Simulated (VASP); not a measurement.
Set up this calculation in VASP 6.6.1, as the native input.

| Item | Value |
| --- | --- |
| Task | single point |
| Functional | PBEsol |
| Potentials or basis | VASP PAW PBE potentials, release 64 (Hf_pv, C) |
| Cutoff | 520 eV |
| k mesh | 8 × 8 × 5 |
| Occupations | fermi-dirac, width 0.1 eV |
| Spin | no spin polarisation |
| Dipole correction | no |
| Further INCAR settings | ALGO = Normal; EDIFF = 1e-06; NBANDS = 22 |

The structure of HfC lies in POSCAR:

```
HfC
1.0
    3.2530295209      0.0000000028      0.0000000000
   -1.6265147629      2.8172062030      0.0000000000
    0.0000000000      0.0000000000      5.1286216531
Hf C
2 2
Direct
    0.6666666667      0.3333333333      0.7500000000
    0.3333333333      0.6666666667      0.2500000000
    0.0000000000      0.0000000000      0.0000000000
    0.0000000000      0.0000000000      0.5000000000
```

The input as run:

INCAR

```
  ALGO = Normal
  EDIFF = 1E-6
  ENCUT = 520
  GGA = PS
  ISIF = 2
  ISMEAR = -1
  LASPH = T
  LCHARG = T
  LELF = T
  LREAL = F
  LVHAR = T
  LWAVE = F
  NBANDS = 22
  NELM = 100
  PREC = Accurate
  SIGMA = 0.1
```

KPOINTS

```
k-points
0
Gamma
  8 8 5
```

Potentials or basis: VASP PAW PBE potentials, release 64 (Hf_pv, C).

Command:

```sh
$ cat potpaw_PBE.64/Hf_pv/POTCAR potpaw_PBE.64/C/POTCAR > POTCAR
$ mpirun -np 1 vasp_std > vasp.out
```

Results of the run:

```json
{
 "Pressure": "9.8 GPa",
 "Band gap on the k mesh": "zero (band 14 reaches 7.76 eV, above the bottom of band 15 at 6.53 eV)"
}
```

Caveat: the PAW data sets were made with another functional, which shifts forces and pressure a little; spin-orbit coupling is left out, which moves the levels of the heavy elements.

It took 50 s on 1 thread of Intel Xeon 8259CL, on a shared host, peak memory 0.17 GiB.
